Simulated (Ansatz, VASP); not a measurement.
ZnO in VASP and in Ansatz

```
Zn O
1.0
     3.24353    0.00000    0.00000
    -1.62176    2.80898    0.00000
     0.00000    0.00000    7.03407
Zn O
2 2
Direct
  0.00000 0.00000 0.25000
  0.00000 0.00000 0.75000
  0.66667 0.33333 0.75000
  0.33333 0.66667 0.25000
```

Alike in both runs: task single point; functional PBEsol; k mesh 9 × 9 × 4; occupations fermi-dirac, width 0.05 eV; no spin polarisation.

```csv
,VASP,Ansatz
version,VASP 6.6.1,Ansatz 0.2.0
potentials or method,"VASP PAW PBE potentials, release 64 (Zn, O)",Ansatz PAW
plane-wave cutoff (eV),520,420
valence electrons in the cell,36,36
```

Ansatz gave:

| Item | Value |
| --- | --- |
| gap on the k mesh at the Fermi level (eV) | 0.75 |
| least direct gap on the mesh (eV) | 0.75 |
| pressure (GPa) | -0.9 |
| traceless stress, the component that is largest in VASP (GPa) | 0.10 |

What did VASP give for the same quantities?

gap on the k mesh at the Fermi level (eV): 0.75; least direct gap on the mesh (eV): 0.75; pressure (GPa): -0.1; traceless stress, the component that is largest in VASP (GPa): -0.77.

VASP's potentials were made for PBE, not for PBEsol.

Noted on Ansatz's run: odd divisions of the mesh miss points on the zone boundary, where band edges often lie, so the gap on the mesh can be too wide.
